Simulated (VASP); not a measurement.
# SnSe2 in VASP: notebook

SnSe2 is run at these levels: PBE; tasks: single point, relaxation of cell and atoms.

Everything below comes from runs of VASP 6.6.1. Logs are shortened: lines on timing, memory, paths and dates and some standing lists are left out, and cuts for length are marked.

### Step 1. The cell of the first run

The typed cell holds 3 atoms: a = 5.993 Å, b = 5.513 Å, c = 4.028 Å, α = 76.05°, β = 63.23°, γ = 40.72°.

The cell was generated, and may not be a known phase.

### Step 2. Single point, PBE

INCAR

```
SYSTEM = SnSe2
  PREC = Accurate
  ENCUT = 520
  EDIFF = 1E-7
  ISMEAR = 0
  SIGMA = 0.1
  LREAL = .False.
  LASPH = .True.
  NELM = 80
  ALGO = Normal
  ISIF = 2
  LWAVE = .False.
  LCHARG = .False.
  GGA = PE
  NBANDS = 20
```

KPOINTS

```
Automatic mesh
0
Gamma
  4 4 4
  0 0 0
```

POSCAR

```
SnSe2
1.0
    0.0000000000      3.2975233277      5.0042566430
    2.3136415405      0.0000000000      5.0042566430
    2.3136415405      3.2975233277      0.0000000000
Sn Se
1 2
Direct
    0.0236832178      0.0236832178      0.9763167822
    0.3434067813      0.3434067813      0.6565932187
    0.7038542209      0.7038542209      0.2961457791
```

Potentials or basis: VASP PAW PBE potentials, release 64 (Sn_d, Se).

Launch:

```
cat potpaw_PBE.64/Sn_d/POTCAR potpaw_PBE.64/Se/POTCAR > POTCAR
mpirun -np 1 vasp_std > vasp.out
```

OUTCAR:

```text
SYSTEM = SnSe2
   PREC = Accurate
   ENCUT = 520
   EDIFF = 1E-7
   ISMEAR = 0
   LREAL = .False.
   LASPH = .True.
   NELM = 80
   ISIF = 2
   GGA = PE

 ion  position               nearest neighbor table
   1  0.024  0.024  0.976-   3 2.93   3 2.93   2 2.93   2 2.93   2 3.20   3 3.20
   2  0.343  0.343  0.657-   3 2.70   3 2.70   1 2.93   1 2.93   1 3.20
   3  0.704  0.704  0.296-   2 2.70   2 2.70   1 2.93   1 2.93   1 3.20

  LATTYP: Found a face centered orthorhombic cell.
 ALAT       =     4.6272830810
 B/A-ratio  =     1.4252524732
 C/A-ratio  =     2.1629351632

  Lattice vectors:

 A1 = (   0.0000000000,   3.2975233277,   5.0042566430)
 A2 = (   2.3136415405,   0.0000000000,   5.0042566430)
 A3 = (   2.3136415405,   3.2975233277,   0.0000000000)

Analysis of symmetry for initial positions (statically):
=====================================================================
 Subroutine PRICEL returns:
 Original cell was already a primitive cell.

 Routine SETGRP: Setting up the symmetry group for a
 face centered orthorhombic supercell.

 Subroutine GETGRP returns: Found  4 space group operations
 (whereof  4 operations were pure point group operations)
 out of a pool of  8 trial point group operations.

The static configuration has the point symmetry C_2v.

Analysis of symmetry for dynamics (positions and initial velocities):
=====================================================================
 Subroutine PRICEL returns:
 Original cell was already a primitive cell.

 Routine SETGRP: Setting up the symmetry group for a
 face centered orthorhombic supercell.

 Subroutine GETGRP returns: Found  4 space group operations
 (whereof  4 operations were pure point group operations)
 out of a pool of  8 trial point group operations.

The dynamic configuration has the point symmetry C_2v.

 Subroutine INISYM returns: Found  4 space group operations
 (whereof  4 operations are pure point group operations),
 and found     1 'primitive' translations

----------------------------------------------------------------------------------------

                                     Primitive cell

  volume of cell :      76.3578

  direct lattice vectors                    reciprocal lattice vectors
     0.000000000  3.297523328  5.004256643    -0.216109536  0.151628950  0.099914940
     2.313641540  0.000000000  5.004256643     0.216109536 -0.151628950  0.099914940
     2.313641540  3.297523328  0.000000000     0.216109536  0.151628950 -0.099914940

  length of vectors
     5.993016323  5.513213376  4.028225077     0.282272325  0.282272325  0.282272325

  position of ions in fractional coordinates (direct lattice)
     0.023683218  0.023683218  0.976316782
     0.343406781  0.343406781  0.656593219
     0.703854221  0.703854221  0.296145779

  ion indices of the primitive-cell ions
   primitive index   ion index
                 1           1
                 2           2
                 3           3

----------------------------------------------------------------------------------------

 KPOINTS: Automatic mesh

Automatic generation of k-mesh.
 Grid dimensions read from file:
 generate k-points for:    4    4    4

 Generating k-lattice:

  Cartesian coordinates                     Fractional coordinates (reciprocal lattice)
    -0.054027384  0.037907238  0.024978735     0.250000000  0.000000000  0.000000000
     0.054027384 -0.037907238  0.024978735     0.000000000  0.250000000  0.000000000
     0.054027384  0.037907238 -0.024978735     0.000000000  0.000000000  0.250000000

  Length of vectors
     0.070568081  0.070568081  0.070568081

  Shift w.r.t. Gamma in fractional coordinates (k-lattice)
     0.000000000  0.000000000  0.000000000

 Subroutine IBZKPT returns following result:
 ===========================================

 Found     18 irreducible k-points:

 Following reciprocal coordinates:
            Coordinates               Weight
  0.000000  0.000000  0.000000      1.000000
  0.250000  0.000000  0.000000      8.000000
  0.500000  0.000000  0.000000      4.000000
  0.250000  0.250000  0.000000      2.000000
  0.500000  0.250000 -0.000000      8.000000
 -0.250000  0.250000  0.000000      4.000000
[... 10 lines left out ...]
 -0.250000  0.250000  0.500000      2.000000
  0.000000  0.500000  0.500000      1.000000
   k-points           NKPTS =     18   k-points in BZ     NKDIM =     18   number of bands    NBANDS=     20
   number of dos      NEDOS =    301   number of ions     NIONS =      3
   total plane-waves  NPLWV =  60480
   dimension x,y,z NGX =    48 NGY =   42 NGZ =   30
   dimension x,y,z NGXF=    96 NGYF=   84 NGZF=   60
   ions per type =               1   2
   NGX,Y,Z   is equivalent  to a cutoff of  13.32, 12.66, 12.38 a.u.
   NGXF,Y,Z  is equivalent  to a cutoff of  26.63, 25.33, 24.76 a.u.
 SYSTEM =  SnSe2
   PREC   = accura    normal or accurate (medium, high low for compatibility)
   ISTART =      0    job   : 0-new  1-cont  2-samecut
[... 84 lines left out ...]
     19      12.3806      0.00000
     20      13.1195      0.00000

 k-point     3 :       0.5000    0.0000    0.0000
  band No.  band energies     occupation
      1     -16.7229      2.00000
      2     -16.6963      2.00000
      3     -16.6580      2.00000
      4     -16.6337      2.00000
      5     -16.5974      2.00000
      6      -7.9512      2.00000
[... 12 lines left out ...]
     19      13.3289      0.00000
     20      14.0813      0.00000

 k-point     4 :       0.2500    0.2500    0.0000
  band No.  band energies     occupation
      1     -16.7262      2.00000
      2     -16.6918      2.00000
      3     -16.6729      2.00000
      4     -16.6229      2.00000
      5     -16.6031      2.00000
      6      -9.4041      2.00000
[... 12 lines left out ...]
     19      11.3635      0.00000
     20      12.5806      0.00000

 k-point     5 :       0.5000    0.2500   -0.0000
  band No.  band energies     occupation
      1     -16.7232      2.00000
      2     -16.6940      2.00000
      3     -16.6659      2.00000
      4     -16.6280      2.00000
      5     -16.6004      2.00000
      6      -8.8201      2.00000
[... 12 lines left out ...]
     19      11.7515      0.00000
     20      12.6086      0.00000

 k-point     6 :      -0.2500    0.2500    0.0000
  band No.  band energies     occupation
      1     -16.7228      2.00000
      2     -16.6963      2.00000
      3     -16.6580      2.00000
      4     -16.6336      2.00000
      5     -16.5975      2.00000
      6      -7.9691      2.00000
[... 12 lines left out ...]
     19      11.7621      0.00000
     20      13.1442      0.00000

 k-point     7 :       0.5000    0.5000    0.0000
  band No.  band energies     occupation
      1     -16.7244      2.00000
      2     -16.6918      2.00000
      3     -16.6729      2.00000
      4     -16.6220      2.00000
      5     -16.6034      2.00000
      6      -9.1947      2.00000
[... 12 lines left out ...]
     19      10.3769      0.00000
     20      11.9165      0.00000
[... 139 lines left out ...]
 k-point    14 :      -0.2500    0.5000    0.2500
  band No.  band energies     occupation
      1     -16.7217      2.00000
      2     -16.6965      2.00000
      3     -16.6584      2.00000
      4     -16.6240      2.00000
      5     -16.6056      2.00000
      6      -8.8863      2.00000
[... 12 lines left out ...]
     19      12.0004      0.00000
     20      13.9052      0.00000

 k-point    15 :       0.5000   -0.2500    0.2500
  band No.  band energies     occupation
      1     -16.7211      2.00000
      2     -16.6958      2.00000
      3     -16.6601      2.00000
      4     -16.6342      2.00000
      5     -16.5973      2.00000
      6      -7.8502      2.00000
[... 12 lines left out ...]
     19      12.6654      0.00000
     20      13.0494      0.00000

 k-point    16 :       0.5000    0.0000    0.5000
  band No.  band energies     occupation
      1     -16.7244      2.00000
      2     -16.7002      2.00000
      3     -16.6439      2.00000
      4     -16.6280      2.00000
      5     -16.6060      2.00000
      6      -8.8089      2.00000
[... 12 lines left out ...]
     19      15.1204      0.00000
     20      15.5960      0.00000

 k-point    17 :      -0.2500    0.2500    0.5000
  band No.  band energies     occupation
      1     -16.7222      2.00000
      2     -16.7006      2.00000
      3     -16.6439      2.00000
      4     -16.6270      2.00000
      5     -16.6065      2.00000
      6      -8.6836      2.00000
[... 12 lines left out ...]
     19      13.8360      0.00000
     20      16.3534      0.00000

 k-point    18 :       0.0000    0.5000    0.5000
  band No.  band energies     occupation
      1     -16.7200      2.00000
      2     -16.7010      2.00000
      3     -16.6439      2.00000
      4     -16.6259      2.00000
      5     -16.6070      2.00000
      6      -8.5325      2.00000
[... 12 lines left out ...]
     19      15.2084      0.00000
     20      16.5969      0.00000

------------------------ aborting loop because EDIFF is reached ----------------------------------------

  FORCE on cell =-STRESS in cart. coord.  units (eV):
  Direction    XX          YY          ZZ          XY          YZ          ZX
  --------------------------------------------------------------------------------------
  -------------------------------------------------------------------------------------
  Total        0.0091159     -0.0394331      0.0195155      0.0000000      0.0000000      0.0000000
  in kB        0.1912739     -0.8274055      0.4094836      0.0000000      0.0000000      0.0000000
  external PRESSURE =      -0.0755493 kB  Pullay stress =       0.0000000 kB

 VOLUME and BASIS-vectors are now :
 -----------------------------------------------------------------------------
  energy-cutoff  :      520.00
  volume of cell :       76.36
      direct lattice vectors                 reciprocal lattice vectors
     0.000000000  3.297523328  5.004256643    -0.216109536  0.151628950  0.099914940
     2.313641540  0.000000000  5.004256643     0.216109536 -0.151628950  0.099914940
     2.313641540  3.297523328  0.000000000     0.216109536  0.151628950 -0.099914940

 POSITION                                       TOTAL-FORCE (eV/Angst)
 -----------------------------------------------------------------------------------
      2.31364      3.29752      0.23703         0.000000      0.000000     -0.000548
      2.31364      3.29752      3.43699         0.000000      0.000000     -0.004197
      2.31364      3.29752      7.04453         0.000000      0.000000      0.004746
 -----------------------------------------------------------------------------------
    total drift:                                0.000006      0.000003      0.000222

  FREE ENERGIE OF THE ION-ELECTRON SYSTEM (eV)
  ---------------------------------------------------
  free  energy   TOTEN  =       -10.6675784597 eV

  energy  without entropy=      -10.6655354484  energy(sigma->0) =      -10.66655695
```

It took 16 s on 1 thread of Intel Xeon 6975P-C (Granite Rapids), shared host; peak memory 0.23 GiB.

What came out:

| Quantity | Value |
| --- | --- |
| Free energy | -10.6676 eV |
| Pressure | 0.0 GPa |
| Largest force | 0.005 eV/Å |
| Band gap on the k mesh | zero (bands 13 and 14 overlap by 2.27 eV) |

Forces in eV/Å, atoms in the order of the input:
```
Sn   0.000  0.000 -0.001
Se   0.000  0.000 -0.004
Se   0.000  0.000  0.005
```

Stress tensor (GPa, compression positive):
```
 0.02  0.00  0.00
 0.00 -0.08  0.00
 0.00  0.00  0.04
```

Levels at points of the mesh, in eV from the Fermi level:
| k point | band 9 | band 10 | band 11 | band 12 | band 13 | band 14 | band 15 | band 16 | band 17 | band 18 |
| --- | --- | --- | --- | --- | --- | --- | --- | --- | --- | --- |
| (0.00, 0.00, 0.00) | -4.25 | -3.24 | -2.20 | -1.43 | -0.96 | -0.63 | 2.92 | 5.38 | 5.68 | 5.84 |
| (0.50, 0.00, 0.00) | -5.62 | -2.11 | -1.99 | -1.89 | -0.95 | 1.04 | 1.61 | 3.56 | 5.16 | 5.39 |
| (0.50, 0.50, 0.00) | -4.85 | -1.66 | -0.99 | -0.65 | 0.82 | 0.94 | 1.94 | 3.09 | 3.18 | 4.61 |
| (0.50, 0.00, 0.50) | -5.30 | -4.95 | -3.05 | -3.02 | -2.53 | -0.48 | 0.55 | 4.86 | 5.60 | 7.95 |
| (0.00, 0.50, 0.50) | -5.64 | -4.40 | -3.20 | -1.62 | -0.13 | 0.29 | 1.63 | 2.15 | 2.59 | 6.12 |

Caveat: the k points lie up to 0.44 Å⁻¹ apart, too coarse for converged energies and pressures of a metal; spin-orbit coupling is left out, which moves the levels of the heavy elements.

### Step 3. Single point, PBE

This run uses another cell than the first one, of 30.23 Å³/atom.

INCAR

```
  ALGO = Normal
  EDIFF = 1E-6
  ENCUT = 520
  GGA = PE
  ISIF = 2
  ISMEAR = 0
  LASPH = True
  LCHARG = False
  LREAL = False
  LWAVE = False
  NBANDS = 20
  NELM = 80
  PREC = Accurate
  SIGMA = 0.1
```

KPOINTS

```
k-points
0
Gamma
  6 6 6
```

POSCAR

```
SnSe2
1.0
    0.0000000000      3.8924336964      5.9174483743
    1.9687571717      0.0000000000      5.9174483743
    1.9687571717      3.8924336964      0.0000000000
Sn Se
1 2
Direct
    0.0000000000      0.0000000000      0.0000000000
    0.3427901152      0.3427901152      0.6572098848
    0.6572098848      0.6572098848      0.3427901152
```

Potentials or basis: VASP PAW PBE potentials, release 64 (Sn_d, Se).

Launch:

```
cat potpaw_PBE.64/Sn_d/POTCAR potpaw_PBE.64/Se/POTCAR > POTCAR
mpirun -np 1 vasp_std > vasp.out
```

Wall time 53 s (1 thread of Intel Xeon 6975P-C (Granite Rapids), shared host); peak memory 0.3 GiB.

The run converged. Its results:

* Free energy: -10.8033 eV
* Pressure: 0.0 GPa
* Largest force: 0.008 eV/Å
* Band gap on the k mesh: zero (bands 13 and 14 overlap by 1.43 eV)

Forces on the atoms (eV/Å):
```
Sn   0.000  0.000  0.000
Se   0.000  0.000 -0.008
Se   0.000  0.000  0.008
```

Levels at points of the mesh, in eV from the Fermi level:
```tsv
k point	band 11	band 12	band 13	band 14	band 15	band 16
(0.00, 0.00, 0.00)	-1.93	-1.09	-0.95	-0.27	2.91	4.16
(0.50, 0.00, 0.00)	-2.43	-1.69	-1.31	0.40	1.65	4.57
(0.50, 0.50, 0.00)	-1.35	-1.11	-0.21	1.66	2.72	3.02
(0.50, 0.00, 0.50)	-2.23	-1.51	-1.06	-1.01	0.40	4.16
(0.00, 0.50, 0.50)	-3.24	-3.13	-0.40	1.42	1.96	2.84
```

Caveat: spin-orbit coupling is left out, which moves the levels of the heavy elements.

### Step 4. Relaxation of cell and atoms, PBE

INCAR

```
SYSTEM = SnSe2
PREC = Accurate
ENCUT = 600
EDIFF = 1E-6
ISMEAR = 0
SIGMA = 0.1
LREAL = .FALSE.
LASPH = .TRUE.
NELM = 100
ALGO = Normal
ISIF = 3
LWAVE = .FALSE.
LCHARG = .FALSE.
GGA = PE
IBRION = 2
NSW = 90
EDIFFG = -0.04
```

KPOINTS

```
regular mesh
0
G
  6 6 6
  0 0 0
```

POSCAR

```
SnSe2
1.0
    0.0000000000      3.2975233277      5.0042566430
    2.3136415405      0.0000000000      5.0042566430
    2.3136415405      3.2975233277      0.0000000000
Sn Se
1 2
Direct
    0.0000000000      0.0000000000      0.0000000000
    0.3197235636      0.3197235636      0.6802764364
    0.6802764364      0.6802764364      0.3197235636
```

Launch:

```
cat potpaw_PBE.64/Sn_d/POTCAR potpaw_PBE.64/Se/POTCAR > POTCAR
mpirun -np 1 vasp_std > vasp.out
```

Wall time 5.5 min (1 thread of Intel Xeon 6975P-C (Granite Rapids), shared host); peak memory 0.32 GiB.

It converged, with:

- Free energy: -10.6742 eV
- Relaxed volume: 24.25 Å³/atom
- Relaxed cell: a = 6.230 Å, b = 5.917 Å, c = 3.717 Å, α = 76.84°, β = 67.64°, γ = 35.52°
- Space group after relaxing (to 0.1 Å): Fmmm (No. 69)
- Energy gained by relaxing: 61.2 meV/atom
- Ionic steps: 16
- Pressure after relaxing: -0.1 GPa
- Largest force after relaxing: 0.020 eV/Å
- Band gap on the k mesh: zero (bands 13 and 14 overlap by 2.50 eV)

Forces on the atoms (eV/Å):
```
Sn   0.000  0.000  0.000
Se   0.000  0.000  0.020
Se   0.000  0.000 -0.020
```

Stress tensor (GPa, compression positive):
```
-0.15  0.00  0.00
 0.00 -0.15  0.00
 0.00  0.00  0.12
```

Step by step:
```csv
step,energy change (eV),largest force (eV/Å),pressure (GPa),volume (Å³)
1,0.0000,0.1786,0.85,76.36
2,-0.0113,0.1342,-0.72,77.85
3,-0.0114,0.1368,-0.64,77.76
4,-0.0206,0.1733,-0.57,77.17
5,-0.0508,0.3447,-0.39,75.37
6,-0.1305,0.4662,0.58,71.60
7,0.1744,0.0278,8.75,63.53
8,-0.1384,0.4109,0.95,70.95
9,-0.1441,0.3702,0.96,70.87
10,-0.1501,0.2999,1.08,70.70
11,-0.1506,0.2794,1.14,70.64
12,-0.1603,0.2535,0.72,71.20
13,-0.1760,0.1710,-0.50,72.89
14,-0.1770,0.1460,-0.84,73.42
15,-0.1824,0.0745,-0.40,73.03
16,-0.1836,0.0201,-0.06,72.76
```

Final structure:
```
Sn Se
1.0
     0.00000    2.96806    5.47729
     2.23779    0.00000    5.47729
     2.23779    2.96806    0.00000
Sn Se
1 2
Cartesian
  0.0000 0.0000 0.0000
  2.2378 2.9681 3.7343
  2.2378 2.9681 7.2203
```

Levels at points of the mesh, in eV from the Fermi level:
```csv
k point,band 11,band 12,band 13,band 14,band 15,band 16
"(0.00, 0.00, 0.00)",-1.40,-1.28,-0.12,-0.03,4.25,4.49
"(0.50, 0.00, 0.00)",-1.91,-1.04,-0.52,1.50,1.88,5.14
"(0.50, 0.50, 0.00)",-0.59,0.33,0.48,1.41,2.48,4.22
"(0.50, 0.00, 0.50)",-3.27,-2.67,-1.58,-1.37,0.55,3.46
"(0.00, 0.50, 0.50)",-3.94,-1.43,-0.86,-0.44,1.82,1.97
```

Caveat: spin-orbit coupling is left out, which moves the levels of the heavy elements.

### Step 5. Single point, PBE

This run uses another cell than the first one, of 30.83 Å³/atom.

INCAR

```
SYSTEM = SnSe2
  ALGO = Normal
  EDIFF = 1E-6
  ENCUT = 520
  GGA = PE
  ISIF = 2
  ISMEAR = 0
  LASPH = .True.
  LCHARG = .False.
  LREAL = .False.
  LWAVE = .False.
  NBANDS = 20
  NELM = 100
  PREC = Accurate
  SIGMA = 0.1
```

KPOINTS

```
k-points
0
Gamma
  14 14 14
  0 0 0
```

POSCAR

```
SnSe2
1.0
    0.0000000000      3.9897933677      5.9645823802
    1.9432328355      0.0000000000      5.9645823802
    1.9432328355      3.9897933677      0.0000000000
Sn Se
1 2
Direct
    0.0000000000      0.0000000000      0.0000000000
    0.3416521854      0.3416521854      0.6583478146
    0.6583478146      0.6583478146      0.3416521854
```

Launch:

```
cat potpaw_PBE.64/Sn_d/POTCAR potpaw_PBE.64/Se/POTCAR > POTCAR
mpirun -np 1 vasp_std > vasp.out
```

Wall time 9.4 min (1 thread of Intel Xeon 6975P-C (Granite Rapids), shared host); peak memory 0.86 GiB.

It converged, with:

```yaml
Free_energy: -10.8201 eV
Pressure: 0.0 GPa
Largest_force: 0.017 eV/Å
Band_gap_on_the_k_mesh: zero (bands 13 and 14 overlap by 1.56 eV)
```

Forces in eV/Å, atoms in the order of the input:
```
Sn   0.000  0.000  0.000
Se   0.000  0.000 -0.017
Se   0.000  0.000  0.017
```

Levels at points of the mesh, in eV from the Fermi level:
```csv
k point,band 11,band 12,band 13,band 14,band 15,band 16
"(0.00, 0.00, 0.00)",-1.65,-0.96,-0.73,-0.19,2.90,4.28
"(0.50, 0.00, 0.00)",-2.40,-1.54,-1.19,0.57,1.74,4.50
"(0.50, 0.50, 0.00)",-1.38,-1.10,0.00,1.93,2.96,3.14
"(0.50, 0.00, 0.50)",-1.89,-1.34,-0.92,-0.73,0.51,4.44
"(0.00, 0.50, 0.50)",-3.08,-3.08,-0.16,1.78,2.05,3.14
```

Caveat: spin-orbit coupling is left out, which moves the levels of the heavy elements.

### Step 6. Summary

```csv
task,cell,k mesh,cutoff (eV),gap on the mesh (eV),pressure (GPa),largest force (eV/Å)
single point,"a = 5.993, b = 5.513, c = 4.028 Å, angles 76.1, 63.2, 40.7°, 3 atoms, atomic positions A",4 × 4 × 4,520,none,0.0,-
single point,"a = 7.083, b = 6.236, c = 4.362 Å, angles 81.8, 60.6, 37.6°, 3 atoms, atomic positions B",6 × 6 × 6,520,none,0.0,0.01
relaxation of cell and atoms,"relaxed from a = 5.993, b = 5.513, c = 4.028 Å, angles 76.1, 63.2, 40.7°, 3 atoms, atomic positions C",6 × 6 × 6,600,none,-0.1,0.02
single point,"a = 7.176, b = 6.273, c = 4.438 Å, angles 82.2, 60.0, 37.8°, 3 atoms, atomic positions D",14 × 14 × 14,520,none,0.0,0.02
```

Alike in all rows: level PBE; potentials or basis VASP PAW PBE potentials, release 64 (Sn_d, Se); no spin polarisation; smearing gaussian 0.1 eV.

Caveats: some runs use coarse meshes; spin-orbit coupling is left out, which moves the levels of the heavy elements.

Absolute energies hang on the potentials; compare differences alone.
